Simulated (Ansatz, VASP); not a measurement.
GaAs: VASP beside Ansatz

```
CELL_PARAMETERS angstrom
0.00000 2.83308 2.83308
2.83308 0.00000 2.83308
2.83308 2.83308 0.00000
ATOMIC_POSITIONS crystal
Ga 0.00000 0.00000 0.00000
As 0.25000 0.25000 0.25000
```

Alike in both runs: task single point; functional r2SCAN; k mesh 8 × 8 × 8; no spin polarisation.

```csv
,VASP,Ansatz
version,VASP 6.6.1,Ansatz 0.2.0
potentials or method,"VASP PAW PBE potentials, release 64 (Ga_d, As)","plane waves, PAW"
plane-wave cutoff (eV),520,500
occupations,"gaussian, width 0.01 eV",fixed
valence electrons in the cell,18,28
```

Ansatz gave:

- gap on the k mesh at the Fermi level (eV): 0.96
- pressure (GPa): 0.0

Question: What did VASP give for the same quantities?

Answer: gap on the k mesh at the Fermi level (eV): 0.94; pressure (GPa): 0.1.

VASP's potentials were made for PBE, not for r2SCAN. VASP's potentials hold 18 valence electrons a cell and Ansatz's 28, so a difference there can come from the potentials and not from the codes.
